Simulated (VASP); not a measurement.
# KBr (Immm) in VASP: a series of runs

KBr is run at these levels: PBE; tasks: single point.

Program: VASP 6.6.1. These are calculated values, not measurements. Logs are shortened: lines on timing, memory, paths and dates and some standing lists are left out, and cuts for length are marked.

## 1. The cell of the first run

It takes space group Immm (No. 71, orthorhombic). The conventional cell has a = 4.423 Å, b = 4.889 Å, c = 6.585 Å, α = 90.00°, β = 90.00°, γ = 90.00°. Within 4.3 Å of K (site symmetry mmm) lie 6 Br at 3.29 to 3.30 Å. Br (site symmetry mmm) has 6 K at 3.29 to 3.30 Å within 4.3 Å.

## 2. Single point, PBE (strain -0.1000 x Voigt [0, 0, 0, 1, 0, 0])

Contents of INCAR:

```
SYSTEM = KBr
ALGO = Normal
EDIFF = 1E-6
ENCUT = 520
GGA = PE
ISIF = 2
ISMEAR = 0
LASPH = .TRUE.
LCHARG = .TRUE.
LELF = .TRUE.
LREAL = .FALSE.
LVHAR = .TRUE.
LWAVE = .FALSE.
NBANDS = 15
NELM = 80
PREC = Accurate
SIGMA = 0.05
```

Contents of KPOINTS:

```
k-points
0
G
  6 6 6
  0 0 0
```

Contents of POSCAR:

```
KBr
1.0
    0.0000000000      3.1278750000      3.1278750000
    3.2925000000     -0.1646250000      3.2925000000
    3.2925000000      3.2925000000     -0.1646250000
K Br
1 1
Direct
    0.0000000000      0.0000000000      0.0000000000
    0.5000000000      0.5000000000      0.5000000000
```

Potentials or basis: VASP PAW PBE potentials, release 64 (K_sv, Br).

The run is started by

```
cat potpaw_PBE.64/K_sv/POTCAR potpaw_PBE.64/Br/POTCAR > POTCAR
mpirun -np 1 vasp_std > vasp.out
```

OUTCAR:

```text
SYSTEM = KBr
   EDIFF = 1E-6
   ENCUT = 520
   GGA = PE
   ISIF = 2
   ISMEAR = 0
   LASPH = .TRUE.
   LREAL = .FALSE.
   NELM = 80
   PREC = Accurate

 ion  position               nearest neighbor table
   1  0.000  0.000  0.000-   2 3.29   2 3.29   2 3.30   2 3.30   2 3.30   2 3.30
   2  0.500  0.500  0.500-   1 3.29   1 3.29   1 3.30   1 3.30   1 3.30   1 3.30

  LATTYP: Found a body centered orthorhombic cell.
 ALAT       =     4.4234832464
 B/A-ratio  =     1.1052631579
 C/A-ratio  =     1.4886458551

  Lattice vectors:

 A1 = (  -3.2925000000,   0.1646250000,  -3.2925000000)
 A2 = (  -3.2925000000,  -0.1646250000,   3.2925000000)
 A3 = (   3.2925000000,   3.2925000000,  -0.1646250000)

Analysis of symmetry for initial positions (statically):
=====================================================================
 Subroutine PRICEL returns:
 Original cell was already a primitive cell.

 Routine SETGRP: Setting up the symmetry group for a
 body centered orthorhombic supercell.

 Subroutine GETGRP returns: Found  8 space group operations
 (whereof  8 operations were pure point group operations)
 out of a pool of  8 trial point group operations.

The static configuration has the point symmetry D_2h.

Analysis of symmetry for dynamics (positions and initial velocities):
=====================================================================
 Subroutine PRICEL returns:
 Original cell was already a primitive cell.

 Routine SETGRP: Setting up the symmetry group for a
 body centered orthorhombic supercell.

 Subroutine GETGRP returns: Found  8 space group operations
 (whereof  8 operations were pure point group operations)
 out of a pool of  8 trial point group operations.

The dynamic configuration has the point symmetry D_2h.

 Subroutine INISYM returns: Found  8 space group operations
 (whereof  8 operations are pure point group operations),
 and found     1 'primitive' translations

----------------------------------------------------------------------------------------

                                     Primitive cell

  volume of cell :      71.2066

  direct lattice vectors                    reciprocal lattice vectors
     0.000000000  3.127875000  3.127875000    -0.151860289  0.159852935  0.159852935
     3.292500000 -0.164625000  3.292500000     0.151860289 -0.144628846  0.144628846
     3.292500000  3.292500000 -0.164625000     0.151860289  0.144628846 -0.144628846

  length of vectors
     4.423483246  4.659207432  4.659207432     0.272337051  0.254748020  0.254748020
[... 87 lines left out ...]
   ISIF   =      2    stress and relaxation
   ISYM   =      2    0-nonsym 1-usesym 2-fastsym
   POTIM  = 0.5000    time-step for ionic-motion
   TEBEG  =    0.0;   TEEND  =   0.0 temperature during run
   PSTRESS=    0.0 pullay stress
   NELECT =      16.0000    total number of electrons
   NUPDOWN=      -1.0000    fix difference up-down
   EMIN   =  10.00;   EMAX   =-10.00  energy-range for DOS
   EFERMI =   0.00;   METHOD = LEGACY
   ISMEAR =     0;   SIGMA  =   0.05  broadening in eV -4-tet -1-fermi 0-gaus
   EFERMI_NEDOS =   21; number of points for ismear=-14 and -15
   IALGO  =     38    algorithm
   IMIX   =      4    mixing-type and parameters
     AMIX     =   0.40;   BMIX     =  1.00
     AMIX_MAG =   1.60;   BMIX_MAG =  1.00
  volume/ion in A,a.u.               =      35.60       240.26
  Fermi-wavevector in a.u.,A,eV,Ry     =   0.995271  1.880790 13.477450  0.990565
  Thomas-Fermi vector in A             =   2.127280
   LORBIT       =      0    0 simple, 1 ext, 2 COOP (PROOUT), +10 PAW based schemes
   GGA     = PE    functional components
   LHFCALC =     F    Hartree Fock is set to
   AEXX    =    0.0000 exact exchange contribution
   IVDW    =     0    specifies the selected vdW correction
   LEPSILON=     F    determine dielectric tensor
   LRPA    =     F    only Hartree local field effects (RPA)
 non-spin polarized calculation
 Gauss-broadening in eV      SIGMA  =   0.05
  energy-cutoff  :      520.00
  volume of cell :       71.21
 maximum number of plane-waves:      1945
 NGX is ok and might be reduce to    36
   NGX = 17   NGY = 17   NGZ = 17

 number of electron      16.0000001 magnetization

 Free energy of the ion-electron system (eV)
  ---------------------------------------------------
  ext. energy  EPLUGINS =         0.00000000
  ---------------------------------------------------
  free energy    TOTEN  =        -6.20046223 eV

  energy without entropy =       -6.20046223  energy(sigma->0) =       -6.20046223

 E-fermi :  -1.2623     XC(G=0):  -7.4106

 val. band max:       -1.5602544018   @ k =   0.0000   0.0000   0.0000
 cond. band min:       2.7394282613   @ k =   0.0000   0.0000   0.0000
 fundamental gap:      4.2996826630
 Fermi energy:        -1.2622881882

 k-point     1 :       0.0000    0.0000    0.0000
  band No.  band energies     occupation
      1     -29.4842      2.00000
      2     -13.9932      2.00000
      3     -12.9645      2.00000
      4     -12.9607      2.00000
      5     -12.9557      2.00000
      6      -1.7868      2.00000
      7      -1.7003      2.00000
      8      -1.5603      2.00000
      9       2.7394      0.00000
     10       5.5272      0.00000
     11       5.9264      0.00000
     12       6.3207      0.00000
     13       6.7425      0.00000
     14       6.7976      0.00000
[... 401 lines left out ...]
      2     -14.0950      2.00000
      3     -12.9912      2.00000
      4     -12.9681      2.00000
      5     -12.7940      2.00000
      6      -2.6956      2.00000
      7      -2.1496      2.00000
      8      -2.1141      2.00000
      9       5.0475      0.00000
     10       6.3470      0.00000
     11       7.7182      0.00000
     12       8.0354      0.00000
     13       8.0620      0.00000
     14       8.1725      0.00000
     15       9.3266      0.00000

 [... further k-points ...]
[... 5 lines left out ...]
  --------------------------------------------------------------------------------------
  -------------------------------------------------------------------------------------
  Total        0.3633870      0.3932211      0.3932211      0.0000000      0.2253403      0.0000000
  in kB        8.1763539      8.8476329      8.8476329      0.0000000      5.0702469      0.0000000
  external PRESSURE =       8.6238732 kB  Pullay stress =       0.0000000 kB

 VOLUME and BASIS-vectors are now :
 -----------------------------------------------------------------------------
  energy-cutoff  :      520.00
  volume of cell :       71.21
      direct lattice vectors                 reciprocal lattice vectors
     0.000000000  3.127875000  3.127875000    -0.151860289  0.159852935  0.159852935
     3.292500000 -0.164625000  3.292500000     0.151860289 -0.144628846  0.144628846
     3.292500000  3.292500000 -0.164625000     0.151860289  0.144628846 -0.144628846

 POSITION                                       TOTAL-FORCE (eV/Angst)
 -----------------------------------------------------------------------------------
      0.00000      0.00000      0.00000         0.000000      0.000000      0.000000
      3.29250      3.12787      3.12787         0.000000     -0.000000     -0.000000
 -----------------------------------------------------------------------------------
    total drift:                                0.000000      0.000000      0.000000

  FREE ENERGIE OF THE ION-ELECTRON SYSTEM (eV)
  ---------------------------------------------------
  free  energy   TOTEN  =        -6.2004622340 eV

  energy  without entropy=       -6.2004622340  energy(sigma->0) =       -6.20046223
```

stdout:

```text
POSCAR found type information on POSCAR K Br
 POSCAR found :  2 types and       2 ions
 scaLAPACK will be used
 LDA part: xc-table for (Slater+PW92), standard interpolation
 POSCAR, INCAR and KPOINTS ok, starting setup
 FFT: planning ... GRIDC
 FFT: planning ... GRID_SOFT
 FFT: planning ... GRID
 WAVECAR not read
 entering main loop
```

Run time: 65 s. Hardware: 1 thread of Intel Xeon Platinum 8488C (Sapphire Rapids), shared host; peak memory 0.22 GiB.

What came out:

```
Free energy            : -6.2005 eV
Pressure               : 0.9 GPa
Band gap on the k mesh : 4.30 eV, direct
```

Caveat: the cell differs from its parent crystal (strain -0.1000 x Voigt [0, 0, 0, 1, 0, 0]).

## 3. Single point, PBE (strain +0.0750 x Voigt [0, 0, 0, 1, 0, 0])

Contents of INCAR:

```
PREC = Accurate
ENCUT = 520
EDIFF = 1E-6
ISMEAR = 0
SIGMA = 0.05
LREAL = False
LASPH = True
NELM = 60
ALGO = Normal
ISIF = 2
LWAVE = False
LCHARG = False
GGA = PE
NBANDS = 15
```

Contents of KPOINTS:

```
regular mesh
0
Gamma
  6 6 6
```

Contents of POSCAR:

```
KBr
1.0
    0.0000000000      3.4159687500      3.4159687500
    3.2925000000      0.1234687500      3.2925000000
    3.2925000000      3.2925000000      0.1234687500
K Br
1 1
Direct
    0.0000000000      0.0000000000      0.0000000000
    0.5000000000      0.5000000000      0.5000000000
```

Potentials or basis: VASP PAW PBE potentials, release 64 (K_sv, Br).

The run is started by

```
cat potpaw_PBE.64/K_sv/POTCAR potpaw_PBE.64/Br/POTCAR > POTCAR
mpirun -np 1 vasp_std > vasp.out
```

It took 53 s on 1 thread of Intel Xeon Platinum 8488C (Sapphire Rapids), shared host; peak memory 0.22 GiB.

The run converged. Its results:

```yaml
Free_energy: -6.2058 eV
Pressure: 0.9 GPa
Band_gap_on_the_k_mesh: 4.35 eV, direct
```

Stress tensor (GPa, compression positive):
```
 0.84  0.00  0.00
 0.00  0.88 -0.37
 0.00 -0.37  0.88
```

Levels at points of the mesh, in eV from the valence-band top:
```tsv
k point	band 5	band 6	band 7	band 8	band 9	band 10	band 11	band 12
(0.00, 0.00, 0.00)	-11.35	-0.17	-0.10	0.00	4.35	7.22	7.52	7.81
(0.50, 0.00, 0.00)	-11.08	-1.30	-0.43	-0.30	6.52	8.01	9.45	9.80
(0.00, 0.50, 0.00)	-11.12	-1.28	-0.53	-0.44	6.50	8.24	9.58	9.70
(0.50, 0.50, 0.00)	-11.38	-0.92	-0.39	-0.38	5.76	7.11	9.23	9.44
(0.00, 0.50, 0.50)	-11.39	-0.92	-0.49	-0.26	5.75	7.15	9.31	9.45
```

Caveat: the cell differs from its parent crystal (strain +0.0750 x Voigt [0, 0, 0, 1, 0, 0]).

## 4. Single point, PBE (strain +0.0875 x Voigt [0, 0, 0, 1, 0, 0])

Contents of INCAR:

```
SYSTEM = KBr
  PREC = Accurate
  ENCUT = 520
  EDIFF = 1E-6
  ISMEAR = 0
  SIGMA = 0.05
  LREAL = .False.
  LASPH = .True.
  NELM = 80
  ALGO = Normal
  ISIF = 2
  LWAVE = .False.
  LCHARG = .False.
  GGA = PE
  NBANDS = 15
```

Contents of KPOINTS:

```
regular mesh
0
Gamma
  6 6 6
  0 0 0
```

Contents of POSCAR:

```
KBr
1.0
    0.0000000000      3.4365468750      3.4365468750
    3.2925000000      0.1440468750      3.2925000000
    3.2925000000      3.2925000000      0.1440468750
K Br
1 1
Direct
    0.0000000000      0.0000000000      0.0000000000
    0.5000000000      0.5000000000      0.5000000000
```

The run is started by

```
cat potpaw_PBE.64/K_sv/POTCAR potpaw_PBE.64/Br/POTCAR > POTCAR
mpirun -np 1 vasp_std > vasp.out
```

Run time: 60 s. Hardware: 1 thread of Intel Xeon Platinum 8488C (Sapphire Rapids), shared host; peak memory 0.22 GiB.

The run converged. Its results:

```yaml
Free_energy: -6.2033 eV
Pressure: 0.9 GPa
Band_gap_on_the_k_mesh: 4.32 eV, direct
```

Stress tensor (GPa, compression positive):
```
 0.83  0.00  0.00
 0.00  0.88 -0.44
 0.00 -0.44  0.88
```

Levels at points of the mesh, in eV from the valence-band top:
```csv
k point,band 4,band 5,band 6,band 7,band 8,band 9,band 10,band 11,band 12,band 13
"(0.00, 0.00, 0.00)",-11.38,-11.37,-0.20,-0.12,0.00,4.32,7.15,7.50,7.85,8.32
"(0.50, 0.00, 0.00)",-11.38,-11.10,-1.33,-0.45,-0.30,6.51,7.95,9.40,9.80,9.91
"(0.00, 0.50, 0.00)",-11.37,-11.14,-1.30,-0.57,-0.46,6.48,8.23,9.54,9.63,10.00
"(0.50, 0.50, 0.00)",-11.41,-11.41,-0.94,-0.41,-0.40,5.74,7.08,9.20,9.42,9.49
"(0.00, 0.50, 0.50)",-11.41,-11.41,-0.94,-0.52,-0.25,5.72,7.14,9.30,9.43,9.56
```

Caveat: the cell differs from its parent crystal (strain +0.0875 x Voigt [0, 0, 0, 1, 0, 0]).

## 5. Single point, PBE (strain +0.0625 x Voigt [0, 0, 0, 1, 0, 0])

Contents of INCAR:

```
PREC     = Accurate       # precision mode
ENCUT    = 520            # plane-wave cutoff, eV
EDIFF    = 1E-7           # SCF threshold, eV
ISMEAR   = 0              # smearing method
SIGMA    = 0.05           # smearing width, eV
LREAL    = F              # projectors in reciprocal space
LASPH    = T              # aspherical terms in the spheres
NELM     = 80             # most SCF steps
ALGO     = Normal         # electronic algorithm
ISIF     = 2              # what is computed and relaxed
LWAVE    = F              # write WAVECAR
LCHARG   = F              # write CHGCAR
GGA      = PE             # functional
NBANDS   = 15             # bands
```

Contents of KPOINTS:

```
Automatic mesh
0
Gamma
  6 6 6
```

Contents of POSCAR:

```
KBr
1.0
    0.0000000000      3.3953906250      3.3953906250
    3.2925000000      0.1028906250      3.2925000000
    3.2925000000      3.2925000000      0.1028906250
K Br
1 1
Direct
    0.0000000000      0.0000000000      0.0000000000
    0.5000000000      0.5000000000      0.5000000000
```

The run is started by

```
cat potpaw_PBE.64/K_sv/POTCAR potpaw_PBE.64/Br/POTCAR > POTCAR
mpirun -np 1 vasp_std > vasp.out
```

Wall time 55 s (1 thread of Intel Xeon Platinum 8488C (Sapphire Rapids), shared host); peak memory 0.23 GiB.

Results (log left out):

```yaml
Free_energy: -6.2079 eV
Pressure: 0.9 GPa
Band_gap_on_the_k_mesh: 4.37 eV, direct
```

Stress tensor (GPa, compression positive):
```
 0.85  0.00  0.00
 0.00  0.88 -0.31
 0.00 -0.31  0.88
```

Levels at points of the mesh, in eV from the valence-band top:
| k point | band 6 | band 7 | band 8 | band 9 | band 10 | band 11 |
| --- | --- | --- | --- | --- | --- | --- |
| (0.00, 0.00, 0.00) | -0.14 | -0.08 | 0.00 | 4.37 | 7.28 | 7.53 |
| (0.50, 0.00, 0.00) | -1.28 | -0.41 | -0.31 | 6.54 | 8.06 | 9.50 |
| (0.00, 0.50, 0.00) | -1.26 | -0.50 | -0.42 | 6.52 | 8.25 | 9.61 |
| (0.50, 0.50, 0.00) | -0.90 | -0.37 | -0.36 | 5.78 | 7.13 | 9.27 |
| (0.00, 0.50, 0.50) | -0.90 | -0.46 | -0.26 | 5.77 | 7.16 | 9.32 |

Caveat: the cell differs from its parent crystal (strain +0.0625 x Voigt [0, 0, 0, 1, 0, 0]).

## 6. The runs side by side

```tsv
cell	gap on the mesh (eV)	pressure (GPa)
a = 4.423, b = 4.659, c = 4.659 Å, angles 63.3, 61.7, 61.7°, 2 atoms	4.30	0.9
a = 4.831, b = 4.658, c = 4.658 Å, angles 57.5, 58.8, 58.8°, 2 atoms	4.35	0.9
a = 4.860, b = 4.659, c = 4.659 Å, angles 57.1, 58.6, 58.6°, 2 atoms	4.32	0.9
a = 4.802, b = 4.657, c = 4.657 Å, angles 57.9, 59.0, 59.0°, 2 atoms	4.37	0.9
```

Alike in all rows: task single point; level PBE; potentials or basis VASP PAW PBE potentials, release 64 (K_sv, Br); no spin polarisation; k mesh 6 × 6 × 6; cutoff (eV) 520; smearing gaussian 0.05 eV.

Absolute energies hang on the potentials; compare differences alone.
